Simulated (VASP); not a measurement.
KI, 2 atoms in the cell. It takes space group R-3m (No. 166, trigonal). The conventional cell has a = 6.142 Å, b = 6.142 Å, c = 7.339 Å, α = 90.00°, β = 90.00°, γ = 120.00°. Within 4.8 Å of K (site symmetry -3m) lie 8 I at 3.67 to 3.75 Å and 6 K at 4.31 Å. Within 4.8 Å of I (site symmetry -3m) lie 8 K at 3.67 to 3.75 Å and 6 I at 4.31 Å.  This cell differs from its parent crystal: epitaxial 111 strain +1.2%.

```yaml
Program: VASP 6.6.1
Task: single point
Functional: HSE06
Potentials_or_basis: VASP PAW PBE potentials, release 64 (K_sv, I)
Cutoff: 520 eV
k_mesh: 4 × 4 × 4
Occupations: gaussian, width 0.01 eV
Spin: no spin polarisation
Dipole_correction: no
Grid_for_exact_exchange_PRECFOCK: Normal
Further_INCAR_settings: ALGO = Normal; EDIFF = 1e-07; NBANDS = 15
Share_of_exact_exchange: 0.25
Screening_parameter: 0.2079 1/Å
```

Potentials or basis: VASP PAW PBE potentials, release 64 (K_sv, I).

Command:

```sh
$ cat potpaw_PBE.64/K_sv/POTCAR potpaw_PBE.64/I/POTCAR > POTCAR
$ cp INCAR.step1 INCAR
$ mpirun -np 1 vasp_std > vasp.out
$ cp INCAR.step2 INCAR
$ mpirun -np 1 vasp_std > vasp.out
```

Hardware: 1 thread of AMD EPYC 7R43 64-Core Processor (Zen 3), on a shared host.

Task: How long does it take, and how much memory?

Result: Wall time 28 min on 1 thread of AMD EPYC 7R43 64-Core Processor (Zen 3) (shared host), peak memory 0.27 GiB. Counts: k points 13.
